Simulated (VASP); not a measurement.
Write the native input for VASP 6.6.1 that does the following.

```
Task                   : relaxation of cell and atoms
Functional             : BLYP
Potentials or basis    : VASP PAW PBE potentials, release 64 (Nb_sv)
Cutoff                 : 600 eV
k mesh                 : 10 × 10 × 10
Occupations            : fermi-dirac, width 0.05 eV
Spin                   : no spin polarisation
Dipole correction      : no
Further INCAR settings : ALGO = Fast; EDIFF = 1e-06; IBRION = 2; EDIFFG = -0.01; NSW = 60; ISIF = 3
```

The structure of Nb lies in POSCAR:

```
Nb
1.0
    2.7196400000      0.0000000000      0.0000000000
    0.0000000000      2.7196400000      0.0000000000
    0.0000000000      0.0000000000      2.7196400000
Nb
1
Direct
    0.5000000000      0.5000000000      0.5000000000
```

These files were run (other wordings do the same):

INCAR

```
PREC = Accurate
ENCUT = 600
EDIFF = 1E-6
ISMEAR = -1
SIGMA = 0.05
LREAL = F
LASPH = T
NELM = 100
ALGO = Fast
ISIF = 3
LWAVE = F
LCHARG = F
GGA = B5
ALDAX = 1.0
AGGAX = 1.0
AGGAC = 1.0
ALDAC = 0.0
IBRION = 2
NSW = 60
EDIFFG = -0.01
```

KPOINTS

```
Automatic mesh
0
Gamma
  10 10 10
```

Potentials or basis: VASP PAW PBE potentials, release 64 (Nb_sv).

The run is started by

```bash
$ cat potpaw_PBE.64/Nb_sv/POTCAR > POTCAR
$ mpirun -np 1 vasp_std > vasp.out
```

It gave:

```json
{
 "Relaxed volume": "21.21 Å³/atom",
 "Relaxed cell": "a = 2.768 Å, b = 2.768 Å, c = 2.768 Å, α = 90.00°, β = 90.00°, γ = 90.00°",
 "Space group after relaxing (to 0.05 Å)": "Pm-3m (No. 221)",
 "Energy gained by relaxing": "21.4 meV/atom",
 "Ionic steps": "4",
 "Pressure after relaxing": "0.0 GPa"
}
```

Caveat: the PAW data sets were made with another functional, which shifts forces and pressure a little.

It took 2.1 min on 1 thread of Intel Xeon 6975P-C, on a shared host, peak memory 0.15 GiB.
